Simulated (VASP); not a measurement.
# BN (P6_3/mmc) in VASP: notebook

BN is run at these levels: PBEsol; tasks: single point.

Everything below comes from runs of VASP 6.6.1. Logs are shortened: lines on timing, memory, paths and dates and some standing lists are left out, and cuts for length are marked.

## 1. The cell of the first run

The structure is hexagonal, space group P6_3/mmc (No. 194). The conventional cell has a = 2.520 Å, b = 2.520 Å, c = 6.276 Å, α = 90.00°, β = 90.00°, γ = 120.00°. Within 1.9 Å of B (site symmetry -6m2) lie 3 N at 1.46 Å. N (site symmetry -6m2) has 3 B at 1.46 Å within 1.9 Å.

## 2. Single point, PBEsol (volume 8.631 Å^3 an atom, c/a of the conventional cell 2.4903)

INCAR

```
SYSTEM = BN
  PREC = Accurate
  ENCUT = 520
  EDIFF = 1E-6
  ISMEAR = 0
  SIGMA = 0.05
  LREAL = .False.
  LASPH = .True.
  NELM = 100
  ALGO = Normal
  ISIF = 2
  LWAVE = .False.
  LCHARG = .False.
  GGA = PS
  NBANDS = 16
```

KPOINTS

```
Automatic mesh
0
Gamma
  12 12 4
  0 0 0
```

POSCAR

```
BN
1.0
    2.5202653539      0.0000000000      0.0000000000
   -1.2601326770      2.1826138207      0.0000000000
    0.0000000000      0.0000000000      6.2762168108
B N
2 2
Direct
    0.3333333333      0.6666666667      0.2500000000
    0.6666666667      0.3333333333      0.7500000000
    0.3333333333      0.6666666667      0.7500000000
    0.6666666667      0.3333333333      0.2500000000
```

Potentials or basis: VASP PAW PBE potentials, release 64 (B, N).

Launch:

```sh
cat potpaw_PBE.64/B/POTCAR potpaw_PBE.64/N/POTCAR > POTCAR
mpirun -np 1 vasp_std > vasp.out
```

OUTCAR:

```text
SYSTEM = BN
   PREC = Accurate
   ENCUT = 520
   EDIFF = 1E-6
   ISMEAR = 0
   LREAL = .False.
   LASPH = .True.
   NELM = 100
   ISIF = 2
   GGA = PS

 ion  position               nearest neighbor table
   1  0.333  0.667  0.250-   4 1.46   4 1.46   4 1.46
   2  0.667  0.333  0.750-   3 1.46   3 1.46   3 1.46
   3  0.333  0.667  0.750-   2 1.46   2 1.46   2 1.46
   4  0.667  0.333  0.250-   1 1.46   1 1.46   1 1.46

  LATTYP: Found a hexagonal cell.
 ALAT       =     2.5202653539
 C/A-ratio  =     2.4903000000

  Lattice vectors:

 A1 = (   2.5202653539,   0.0000000000,   0.0000000000)
 A2 = (  -1.2601326770,   2.1826138207,   0.0000000000)
 A3 = (   0.0000000000,   0.0000000000,   6.2762168108)

Analysis of symmetry for initial positions (statically):
=====================================================================
 Subroutine PRICEL returns:
 Original cell was already a primitive cell.

 Routine SETGRP: Setting up the symmetry group for a
 hexagonal supercell.

 Subroutine GETGRP returns: Found 24 space group operations
 (whereof 12 operations were pure point group operations)
 out of a pool of 24 trial point group operations.

The static configuration has the point symmetry D_3d.
 The point group associated with its full space group is D_6h.

Analysis of symmetry for dynamics (positions and initial velocities):
=====================================================================
 Subroutine PRICEL returns:
 Original cell was already a primitive cell.

 Routine SETGRP: Setting up the symmetry group for a
 hexagonal supercell.

 Subroutine GETGRP returns: Found 24 space group operations
 (whereof 12 operations were pure point group operations)
 out of a pool of 24 trial point group operations.

The dynamic configuration has the point symmetry D_3d.
 The point group associated with its full space group is D_6h.

 Subroutine INISYM returns: Found 24 space group operations
 (whereof 12 operations are pure point group operations),
 and found     1 'primitive' translations

----------------------------------------------------------------------------------------

                                     Primitive cell

  volume of cell :      34.5240

  direct lattice vectors                    reciprocal lattice vectors
     2.520265354  0.000000000  0.000000000     0.396783616  0.229083127  0.000000000
    -1.260132677  2.182613821  0.000000000     0.000000000  0.458166255  0.000000000
     0.000000000  0.000000000  6.276216811     0.000000000  0.000000000  0.159331653

  length of vectors
[... 86 lines left out ...]
   EDIFF  = 0.1E-05   stopping-criterion for ELM
   LREAL  =      F    real-space projection
   EDIFFG = 0.1E-04   stopping-criterion for IOM
   NSW    =      0    number of steps for IOM
   IBRION =     -1    ionic relax: 0-MD 1-quasi-New 2-CG
   NFREE  =      0    steps in history (QN), initial steepest desc. (CG)
   ISIF   =      2    stress and relaxation
   ISYM   =      2    0-nonsym 1-usesym 2-fastsym
   POTIM  = 0.5000    time-step for ionic-motion
   TEBEG  =    0.0;   TEEND  =   0.0 temperature during run
   PSTRESS=    0.0 pullay stress
   NELECT =      16.0000    total number of electrons
   NUPDOWN=      -1.0000    fix difference up-down
   EMIN   =  10.00;   EMAX   =-10.00  energy-range for DOS
   EFERMI =   0.00;   METHOD = LEGACY
   ISMEAR =     0;   SIGMA  =   0.05  broadening in eV -4-tet -1-fermi 0-gaus
   EFERMI_NEDOS =   21; number of points for ismear=-14 and -15
   IALGO  =     38    algorithm
   IMIX   =      4    mixing-type and parameters
     AMIX     =   0.40;   BMIX     =  1.00
     AMIX_MAG =   1.60;   BMIX_MAG =  1.00
  volume/ion in A,a.u.               =       8.63        58.24
  Fermi-wavevector in a.u.,A,eV,Ry     =   1.266896  2.394087 21.837713  1.605027
  Thomas-Fermi vector in A             =   2.400073
   LORBIT       =      0    0 simple, 1 ext, 2 COOP (PROOUT), +10 PAW based schemes
   GGA     = PS    functional components
   LHFCALC =     F    Hartree Fock is set to
   AEXX    =    0.0000 exact exchange contribution
   IVDW    =     0    specifies the selected vdW correction
   LEPSILON=     F    determine dielectric tensor
   LRPA    =     F    only Hartree local field effects (RPA)
 non-spin polarized calculation
 Gauss-broadening in eV      SIGMA  =   0.05
  energy-cutoff  :      520.00
  volume of cell :       34.52
 maximum number of plane-waves:       947
 NGX is ok and might be reduce to    20
   NGX =  9   NGY =  9   NGZ = 23

 number of electron      15.9999998 magnetization

 Free energy of the ion-electron system (eV)
  ---------------------------------------------------
  ext. energy  EPLUGINS =         0.00000000
  ---------------------------------------------------
  free energy    TOTEN  =       -36.53660991 eV

  energy without entropy =      -36.53660991  energy(sigma->0) =      -36.53660991

 E-fermi :   2.9143     XC(G=0): -10.6366

 val. band max:        2.6331292769   @ k =   0.3333   0.2500   0.0000
 cond. band min:       6.6388238339   @ k =   0.5000   0.0000   0.0000
 fundamental gap:      4.0056945570
 Fermi energy:         2.9143215125

 k-point     1 :       0.0000    0.0000    0.0000
  band No.  band energies     occupation
      1     -15.1507      2.00000
      2     -14.6882      2.00000
      3      -3.9046      2.00000
      4      -1.0544      2.00000
      5       1.2375      2.00000
      6       1.2375      2.00000
[... 433 lines left out ...]
      3      -4.2923      2.00000
      4      -4.1888      2.00000
      5      -0.9857      2.00000
      6      -0.9091      2.00000
[... 8 lines left out ...]
     15      19.3545      0.00000
     16      20.8010      0.00000

 [... further k-points ...]
[... 5 lines left out ...]
  --------------------------------------------------------------------------------------
  -------------------------------------------------------------------------------------
  Total       -1.3443522     -1.3443522      0.5486428      0.0000000     -0.0000000      0.0000000
  in kB      -62.3882121    -62.3882121     25.4612181      0.0000000     -0.0000000      0.0000000
  external PRESSURE =     -33.1050687 kB  Pullay stress =       0.0000000 kB

 VOLUME and BASIS-vectors are now :
 -----------------------------------------------------------------------------
  energy-cutoff  :      520.00
  volume of cell :       34.52
      direct lattice vectors                 reciprocal lattice vectors
     2.520265354  0.000000000  0.000000000     0.396783616  0.229083127  0.000000000
    -1.260132677  2.182613821  0.000000000     0.000000000  0.458166255  0.000000000
     0.000000000  0.000000000  6.276216811     0.000000000  0.000000000  0.159331653

 POSITION                                       TOTAL-FORCE (eV/Angst)
 -----------------------------------------------------------------------------------
     -0.00000      1.45508      1.56905        -0.000000      0.000000      0.000000
      1.26013      0.72754      4.70716        -0.000000      0.000000      0.000000
     -0.00000      1.45508      4.70716        -0.000000      0.000000     -0.000000
      1.26013      0.72754      1.56905         0.000000     -0.000000      0.000000
 -----------------------------------------------------------------------------------
    total drift:                               -0.000000      0.000000      0.000000

  FREE ENERGIE OF THE ION-ELECTRON SYSTEM (eV)
  ---------------------------------------------------
  free  energy   TOTEN  =       -36.5366099111 eV

  energy  without entropy=      -36.5366099111  energy(sigma->0) =      -36.53660991
```

Run time: 20 s. Hardware: 1 thread of Intel Xeon 6975P-C, shared host; peak memory 0.16 GiB.

What came out:

| Item | Value |
| --- | --- |
| Free energy | -36.5366 eV |
| Pressure | -3.3 GPa |
| Band gap on the k mesh | 4.01 eV, indirect (least direct gap 4.34 eV) |

Caveat: the PAW data sets were made with another functional, which shifts forces and pressure a little; this functional lacks dispersion, which binds the layers, so the pressure and a relaxed spacing across them are unreliable. A k mesh can miss the band edges.

## 3. Single point, PBEsol (volume 8.631 Å^3 an atom, c/a of the conventional cell 3.0202)

INCAR

```
SYSTEM = BN
PREC     = Accurate       ! precision mode
ENCUT    = 520            ! plane-wave cutoff, eV
EDIFF    = 1E-6           ! SCF threshold, eV
ISMEAR   = 0              ! smearing method
SIGMA    = 0.05           ! smearing width, eV
LREAL    = .FALSE.        ! projectors in reciprocal space
LASPH    = .TRUE.         ! aspherical terms in the spheres
NELM     = 60             ! most SCF steps
ALGO     = Normal         ! electronic algorithm
ISIF     = 2              ! what is computed and relaxed
LWAVE    = .FALSE.        ! write WAVECAR
LCHARG   = .FALSE.        ! write CHGCAR
GGA      = PS             ! functional
NBANDS   = 16             ! bands
```

KPOINTS

```
Automatic mesh
0
G
  12 12 4
  0 0 0
```

POSCAR

```
BN
1.0
    2.3632967497      0.0000000000      0.0000000000
   -1.1816483749      2.0466750219      0.0000000000
    0.0000000000      0.0000000000      7.1376288434
B N
2 2
Direct
    0.3333333333      0.6666666667      0.2500000000
    0.6666666667      0.3333333333      0.7500000000
    0.3333333333      0.6666666667      0.7500000000
    0.6666666667      0.3333333333      0.2500000000
```

Potentials or basis: VASP PAW PBE potentials, release 64 (B, N).

Launch:

```sh
cat potpaw_PBE.64/B/POTCAR potpaw_PBE.64/N/POTCAR > POTCAR
mpirun -np 1 vasp_std > vasp.out
```

It took 24 s on 1 thread of Intel Xeon 6975P-C, shared host; peak memory 0.15 GiB.

It converged, with:

| Property | Result |
| --- | --- |
| Free energy | -35.6567 eV |
| Pressure | 50.3 GPa |
| Band gap on the k mesh | 4.52 eV, indirect (least direct gap 5.03 eV) |

Stress tensor (GPa, compression positive):
```
75.49  0.00  0.00
 0.00 75.49  0.00
 0.00  0.00 -0.21
```

Levels at points of the mesh, in eV from the valence-band top:
| k point | band 4 | band 5 | band 6 | band 7 | band 8 | band 9 | band 10 | band 11 | band 12 | band 13 |
| --- | --- | --- | --- | --- | --- | --- | --- | --- | --- | --- |
| (0.00, 0.00, 0.00) | -5.53 | -1.07 | -1.07 | -1.06 | -1.06 | 4.52 | 9.42 | 13.03 | 13.03 | 13.09 |
| (0.50, 0.00, 0.00) | -9.59 | -4.39 | -4.37 | -1.43 | -0.80 | 4.56 | 5.63 | 10.92 | 11.88 | 12.86 |
| (0.00, 0.00, 0.50) | -6.29 | -1.06 | -1.06 | -1.06 | -1.06 | 6.59 | 6.59 | 13.06 | 13.06 | 13.06 |
| (0.50, 0.00, 0.50) | -9.60 | -4.38 | -4.38 | -1.11 | -1.11 | 4.98 | 4.98 | 11.59 | 11.59 | 13.93 |

Caveat: the PAW data sets were made with another functional, which shifts forces and pressure a little; this functional lacks dispersion, which binds the layers, so the pressure and a relaxed spacing across them are unreliable.
